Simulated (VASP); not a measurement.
# Pd2Au (P6/mmm) in VASP: a series of runs

Pd2Au is run at these levels: PBE; tasks: single point.

Program: VASP 6.6.1. These are calculated values, not measurements. Logs are shortened: lines on timing, memory, paths and dates and some standing lists are left out, and cuts for length are marked.

## (1) The cell of the first run

The structure is hexagonal, space group P6/mmm (No. 191). Conventional cell: a = 4.560 Å, b = 4.560 Å, c = 2.738 Å, α = 90.00°, β = 90.00°, γ = 120.00°. Pd (site symmetry -6m2) has 5 Pd at 2.63 to 2.74 Å and 6 Au at 2.97 Å within 3.5 Å. Au (site symmetry 6/mmm) has 2 Au at 2.74 Å and 12 Pd at 2.97 Å within 3.6 Å.

## (2) Single point, PBE

The input, INCAR:

```
PREC = Accurate ; ENCUT = 520
EDIFF = 1E-7 ; ISMEAR = 0
SIGMA = 0.1 ; LREAL = False
LASPH = True ; NELM = 80
ALGO = Fast ; ISIF = 2
LWAVE = False ; LCHARG = True
GGA = PE ; LELF = True
LVHAR = True ; NBANDS = 22
```

The input, KPOINTS:

```
Automatic mesh
0
Gamma
  12 12 16
```

The input, POSCAR:

```
Pd2Au
1.0
    4.5601832238      0.0000000000      0.0000000000
   -2.2800916119      3.9492345177      0.0000000000
    0.0000000000      0.0000000000      2.7375482309
Pd Au
2 1
Direct
    0.3333333333      0.6666666667      0.5000000000
    0.6666666667      0.3333333333      0.5000000000
    0.0000000000      0.0000000000      0.0000000000
```

Potentials or basis: VASP PAW PBE potentials, release 64 (Pd, Au).

Run with:

```sh
$ cat potpaw_PBE.64/Pd/POTCAR potpaw_PBE.64/Au/POTCAR > POTCAR
$ mpirun -np 1 vasp_std > vasp.out
```

OUTCAR:

```text
PREC = Accurate
   ENCUT = 520
   EDIFF = 1E-7
   ISMEAR = 0
   LREAL = False
   LASPH = True
   NELM = 80
   ISIF = 2
   GGA = PE

 ion  position               nearest neighbor table
   1  0.333  0.667  0.500-   2 2.63   2 2.63   2 2.63   3 2.97   3 2.97   3 2.97   3 2.97   3 2.97
                             3 2.97
   2  0.667  0.333  0.500-   1 2.63   1 2.63   1 2.63   3 2.97   3 2.97   3 2.97   3 2.97   3 2.97
                             3 2.97
   3  0.000  0.000  0.000-   1 2.97   2 2.97   1 2.97   2 2.97   1 2.97   1 2.97   2 2.97   2 2.97
                             2 2.97   2 2.97   1 2.97   1 2.97

  LATTYP: Found a hexagonal cell.
 ALAT       =     4.5601832238
 C/A-ratio  =     0.6003154033

  Lattice vectors:

 A1 = (   4.5601832238,   0.0000000000,   0.0000000000)
 A2 = (  -2.2800916119,   3.9492345177,   0.0000000000)
 A3 = (   0.0000000000,   0.0000000000,   2.7375482309)

Analysis of symmetry for initial positions (statically):
=====================================================================
 Subroutine PRICEL returns:
 Original cell was already a primitive cell.

 Routine SETGRP: Setting up the symmetry group for a
 hexagonal supercell.

 Subroutine GETGRP returns: Found 24 space group operations
 (whereof 24 operations were pure point group operations)
 out of a pool of 24 trial point group operations.

The static configuration has the point symmetry D_6h.

Analysis of symmetry for dynamics (positions and initial velocities):
=====================================================================
 Subroutine PRICEL returns:
 Original cell was already a primitive cell.

 Routine SETGRP: Setting up the symmetry group for a
 hexagonal supercell.

 Subroutine GETGRP returns: Found 24 space group operations
 (whereof 24 operations were pure point group operations)
 out of a pool of 24 trial point group operations.

The dynamic configuration has the point symmetry D_6h.

 Subroutine INISYM returns: Found 24 space group operations
 (whereof 24 operations are pure point group operations),
 and found     1 'primitive' translations

----------------------------------------------------------------------------------------

                                     Primitive cell

  volume of cell :      49.3011

  direct lattice vectors                    reciprocal lattice vectors
     4.560183224  0.000000000  0.000000000     0.219289434  0.126606814  0.000000000
    -2.280091612  3.949234518  0.000000000     0.000000000  0.253213628  0.000000000
     0.000000000  0.000000000  2.737548231     0.000000000  0.000000000  0.365290368

  length of vectors
     4.560183224  4.560183224  2.737548231     0.253213628  0.253213628  0.365290368

  position of ions in fractional coordinates (direct lattice)
     0.333333333  0.666666667  0.500000000
     0.666666667  0.333333333  0.500000000
     0.000000000  0.000000000  0.000000000

  ion indices of the primitive-cell ions
   primitive index   ion index
                 1           1
                 2           2
                 3           3

----------------------------------------------------------------------------------------

 KPOINTS: Automatic mesh

Automatic generation of k-mesh.
 Grid dimensions read from file:
 generate k-points for:   12   12   16

 Generating k-lattice:

  Cartesian coordinates                     Fractional coordinates (reciprocal lattice)
     0.018274120  0.010550568  0.000000000     0.083333333  0.000000000  0.000000000
     0.000000000  0.021101136  0.000000000     0.000000000  0.083333333  0.000000000
     0.000000000  0.000000000  0.022830648     0.000000000  0.000000000  0.062500000

  Length of vectors
     0.021101136  0.021101136  0.022830648

  Shift w.r.t. Gamma in fractional coordinates (k-lattice)
     0.000000000  0.000000000  0.000000000

 Subroutine IBZKPT returns following result:
 ===========================================

 Found    171 irreducible k-points:

 Following reciprocal coordinates:
            Coordinates               Weight
  0.000000  0.000000  0.000000      1.000000
  0.083333  0.000000  0.000000      6.000000
  0.166667  0.000000  0.000000      6.000000
  0.250000  0.000000  0.000000      6.000000
  0.333333  0.000000  0.000000      6.000000
  0.416667  0.000000  0.000000      6.000000
[... 16 lines left out ...]
  0.250000  0.000000  0.062500     12.000000
  0.333333  0.000000  0.062500     12.000000
 [... further k-points ...]
   k-points           NKPTS =    171   k-points in BZ     NKDIM =    171   number of bands    NBANDS=     22
   number of dos      NEDOS =    301   number of ions     NIONS =      3
   total plane-waves  NPLWV =  25920
   dimension x,y,z NGX =    36 NGY =   36 NGZ =   20
   dimension x,y,z NGXF=    72 NGYF=   72 NGZF=   40
   ions per type =               2   1
   NGX,Y,Z   is equivalent  to a cutoff of  13.12, 13.12, 12.15 a.u.
   NGXF,Y,Z  is equivalent  to a cutoff of  26.25, 26.25, 24.29 a.u.
 SYSTEM =  unknown system
   PREC   = accura    normal or accurate (medium, high low for compatibility)
   ISTART =      0    job   : 0-new  1-cont  2-samecut
   ICHARG =      2    charge: 1-file 2-atom 10-const
   ISPIN  =      1    spin polarized calculation?
   LNONCOLLINEAR =      F non collinear calculations
   LSORBIT =      F    spin-orbit coupling
   LASPH  =      T    aspherical Exc in radial PAW
   ENCUT  =  520.0 eV  38.22 Ry    6.18 a.u.   8.48  8.48  5.09*2*pi/ulx,y,z
   NELM   =     80;   NELMIN=  2; NELMDL= -5     # of ELM steps
   EDIFF  = 0.1E-06   stopping-criterion for ELM
   LREAL  =      F    real-space projection
   EDIFFG = 0.1E-05   stopping-criterion for IOM
   NSW    =      0    number of steps for IOM
   IBRION =     -1    ionic relax: 0-MD 1-quasi-New 2-CG
   NFREE  =      0    steps in history (QN), initial steepest desc. (CG)
   ISIF   =      2    stress and relaxation
   ISYM   =      2    0-nonsym 1-usesym 2-fastsym
   POTIM  = 0.5000    time-step for ionic-motion
   TEBEG  =    0.0;   TEEND  =   0.0 temperature during run
   PSTRESS=    0.0 pullay stress
   NELECT =      31.0000    total number of electrons
   NUPDOWN=      -1.0000    fix difference up-down
   EMIN   =  10.00;   EMAX   =-10.00  energy-range for DOS
   EFERMI =   0.00;   METHOD = LEGACY
   ISMEAR =     0;   SIGMA  =   0.10  broadening in eV -4-tet -1-fermi 0-gaus
   EFERMI_NEDOS =   21; number of points for ismear=-14 and -15
   IALGO  =     68    algorithm
   IMIX   =      4    mixing-type and parameters
     AMIX     =   0.40;   BMIX     =  1.00
     AMIX_MAG =   1.60;   BMIX_MAG =  1.00
  volume/ion in A,a.u.               =      16.43       110.90
  Fermi-wavevector in a.u.,A,eV,Ry     =   1.402522  2.650383 26.763590  1.967068
  Thomas-Fermi vector in A             =   2.525275
   LORBIT       =      0    0 simple, 1 ext, 2 COOP (PROOUT), +10 PAW based schemes
   GGA     = PE    functional components
   LHFCALC =     F    Hartree Fock is set to
   AEXX    =    0.0000 exact exchange contribution
   IVDW    =     0    specifies the selected vdW correction
   LEPSILON=     F    determine dielectric tensor
   LRPA    =     F    only Hartree local field effects (RPA)
 non-spin polarized calculation
 RMM-DIIS sequential band-by-band and
 Gauss-broadening in eV      SIGMA  =   0.10
  energy-cutoff  :      520.00
  volume of cell :       49.30
 maximum number of plane-waves:      1366
 NGX is ok and might be reduce to    36
   NGX = 17   NGY = 17   NGZ = 11

 number of electron      31.0000010 magnetization

 Free energy of the ion-electron system (eV)
  ---------------------------------------------------
  ext. energy  EPLUGINS =         0.00000000
  ---------------------------------------------------
  free energy    TOTEN  =       -13.63100175 eV

  energy without entropy =      -13.62000738  energy(sigma->0) =      -13.62550457

 E-fermi :   8.5479     XC(G=0): -12.6428

 val. band max:        8.5472498151   @ k =   0.4167   0.0833   0.0000
 cond. band min:       8.5552666938   @ k =   0.2500   0.0833   0.3750
 fundamental gap:      0.0080168787
 Fermi energy:         8.5478919079

 k-point     1 :       0.0000    0.0000    0.0000
  band No.  band energies     occupation
      1       0.8481      2.00000
      2       2.9768      2.00000
      3       4.6251      2.00000
      4       4.6251      2.00000
      5       5.0975      2.00000
      6       5.4905      2.00000
[... 14 lines left out ...]
     21      15.6859      0.00000
     22      16.3011      0.00000

 k-point     2 :       0.0833    0.0000    0.0000
  band No.  band energies     occupation
      1       0.9202      2.00000
      2       2.9941      2.00000
      3       4.5043      2.00000
      4       4.5972      2.00000
      5       5.0710      2.00000
      6       5.4714      2.00000
[... 14 lines left out ...]
     21      16.6367      0.00000
     22      17.2454      0.00000

 k-point     3 :       0.1667    0.0000    0.0000
  band No.  band energies     occupation
      1       1.1260      2.00000
      2       3.0435      2.00000
      3       4.2356      2.00000
      4       4.5506      2.00000
      5       5.0171      2.00000
      6       5.3407      2.00000
[... 14 lines left out ...]
     21      17.8888      0.00000
     22      18.8165      0.00000

 k-point     4 :       0.2500    0.0000    0.0000
  band No.  band energies     occupation
      1       1.4292      2.00000
      2       3.1199      2.00000
      3       3.9648      2.00000
      4       4.5344      2.00000
      5       4.9592      2.00000
      6       5.1747      2.00000
[... 14 lines left out ...]
     21      19.1706      0.00000
     22      20.3948      0.00000

 k-point     5 :       0.3333    0.0000    0.0000
  band No.  band energies     occupation
      1       1.7520      2.00000
      2       3.2238      2.00000
      3       3.8034      2.00000
      4       4.5650      2.00000
      5       4.8404      2.00000
      6       5.0477      2.00000
[... 14 lines left out ...]
     21      20.4408      0.00000
     22      21.7968      0.00000

 k-point     6 :       0.4167    0.0000    0.0000
  band No.  band energies     occupation
      1       1.9813      2.00000
      2       3.3311      2.00000
      3       3.8573      2.00000
      4       4.5452      2.00000
      5       4.6278      2.00000
      6       5.0560      2.00000
[... 14 lines left out ...]
     21      21.6231      0.00000
     22      22.7938      0.00000

 k-point     7 :       0.5000    0.0000    0.0000
  band No.  band energies     occupation
      1       2.0561      2.00000
      2       3.3681      2.00000
      3       4.1560      2.00000
      4       4.1707      2.00000
      5       4.6666      2.00000
      6       5.0871      2.00000
[... 324 lines left out ...]
      6       5.3769      2.00000
[... 14 lines left out ...]
     21      15.7709      0.00000
     22      16.3247      0.00000

 k-point    21 :       0.0833    0.0000    0.0625
  band No.  band energies     occupation
      1       1.0270      2.00000
      2       3.0884      2.00000
      3       4.4792      2.00000
      4       4.5627      2.00000
      5       5.1099      2.00000
      6       5.4084      2.00000
[... 14 lines left out ...]
     21      16.7226      0.00000
     22      17.3196      0.00000

 k-point    22 :       0.1667    0.0000    0.0625
  band No.  band energies     occupation
      1       1.2337      2.00000
      2       3.1354      2.00000
      3       4.2322      2.00000
      4       4.5224      2.00000
      5       5.0169      2.00000
      6       5.3653      2.00000
[... 14 lines left out ...]
     21      17.9690      0.00000
     22      18.9067      0.00000

 k-point    23 :       0.2500    0.0000    0.0625
  band No.  band energies     occupation
      1       1.5398      2.00000
      2       3.2034      2.00000
      3       3.9850      2.00000
      4       4.5156      2.00000
      5       4.9293      2.00000
      6       5.2421      2.00000
[... 14 lines left out ...]
     21      19.2471      0.00000
     22      20.5031      0.00000

 k-point    24 :       0.3333    0.0000    0.0625
  band No.  band energies     occupation
      1       1.8692      2.00000
      2       3.2874      2.00000
      3       3.8481      2.00000
      4       4.5572      2.00000
      5       4.8148      2.00000
      6       5.1007      2.00000
[... 14 lines left out ...]
     21      20.5173      0.00000
     22      21.9371      0.00000

 [... further k-points ...]
[... 5 lines left out ...]
  --------------------------------------------------------------------------------------
  -------------------------------------------------------------------------------------
  Total       -0.0911160     -0.0911160     -0.0693654      0.0000000     -0.0000000      0.0000000
  in kB       -2.9610657     -2.9610657     -2.2542222      0.0000000     -0.0000000      0.0000000
  external PRESSURE =      -2.7254512 kB  Pullay stress =       0.0000000 kB

 VOLUME and BASIS-vectors are now :
 -----------------------------------------------------------------------------
  energy-cutoff  :      520.00
  volume of cell :       49.30
      direct lattice vectors                 reciprocal lattice vectors
     4.560183224  0.000000000  0.000000000     0.219289434  0.126606814  0.000000000
    -2.280091612  3.949234518  0.000000000     0.000000000  0.253213628  0.000000000
     0.000000000  0.000000000  2.737548231     0.000000000  0.000000000  0.365290368

 POSITION                                       TOTAL-FORCE (eV/Angst)
 -----------------------------------------------------------------------------------
     -0.00000      2.63282      1.36877        -0.000000      0.000000     -0.000000
      2.28009      1.31641      1.36877         0.000000     -0.000000      0.000000
      0.00000      0.00000      0.00000         0.000000     -0.000000      0.000000
 -----------------------------------------------------------------------------------
    total drift:                                0.000000      0.000000     -0.000000

  FREE ENERGIE OF THE ION-ELECTRON SYSTEM (eV)
  ---------------------------------------------------
  free  energy   TOTEN  =       -13.6310017469 eV

  energy  without entropy=      -13.6200073847  energy(sigma->0) =      -13.62550457
```

Run time: 1.9 min. Hardware: 1 thread of Intel Xeon Platinum 8488C (Sapphire Rapids), shared host; peak memory 0.3 GiB.

Results:

- Free energy: -13.6310 eV
- Pressure: -0.3 GPa

Levels at points of the mesh, in eV from the Fermi level:
| k point | band 14 | band 15 | band 16 | band 17 | band 18 | band 19 |
| --- | --- | --- | --- | --- | --- | --- |
| (0.00, 0.00, 0.00) | -1.38 | -0.11 | -0.11 | 5.54 | 6.46 | 6.46 |
| (0.50, 0.00, 0.00) | -0.51 | -0.28 | -0.09 | -0.08 | 0.91 | 6.08 |
| (0.00, 0.00, 0.50) | -0.53 | 0.65 | 1.22 | 2.50 | 8.85 | 9.33 |
| (0.50, 0.00, 0.50) | -0.60 | 0.33 | 2.49 | 2.57 | 4.48 | 6.39 |

Caveat: spin-orbit coupling is left out, which moves the levels of the heavy elements.

## (3) Single point, PBE

The input, INCAR:

```
ALGO = Fast
EDIFF = 1E-6
ENCUT = 520
GGA = PE
ISIF = 2
ISMEAR = 1
LASPH = T
LCHARG = F
LREAL = F
LWAVE = F
NBANDS = 22
NELM = 80
PREC = Accurate
SIGMA = 0.1
```

The input, KPOINTS:

```
k-points
0
Gamma
  12 12 16
```

POSCAR is that of step 2.

Potentials or basis: VASP PAW PBE potentials, release 64 (Pd, Au).

Run with:

```sh
$ cat potpaw_PBE.64/Pd/POTCAR potpaw_PBE.64/Au/POTCAR > POTCAR
$ mpirun -np 1 vasp_std > vasp.out
```

It took 84 s on 1 thread of Intel Xeon Platinum 8488C (Sapphire Rapids), shared host; peak memory 0.3 GiB.

It converged, with:

```yaml
Free_energy: -13.6253 eV
Pressure: -0.3 GPa
```

Stress tensor (GPa, compression positive):
```
-0.35  0.00  0.00
 0.00 -0.35  0.00
 0.00  0.00 -0.13
```

Levels at points of the mesh, in eV from the Fermi level:
```tsv
k point	band 13	band 14	band 15	band 16	band 17	band 18	band 19	band 20
(0.00, 0.00, 0.00)	-1.36	-1.36	-0.10	-0.10	5.55	6.47	6.47	7.15
(0.50, 0.00, 0.00)	-0.87	-0.49	-0.26	-0.08	-0.07	0.92	6.09	13.78
(0.00, 0.00, 0.50)	-0.52	-0.52	0.67	1.23	2.51	8.86	9.34	9.34
(0.50, 0.00, 0.50)	-0.78	-0.59	0.35	2.50	2.58	4.49	6.40	7.76
```

Caveat: spin-orbit coupling is left out, which moves the levels of the heavy elements.
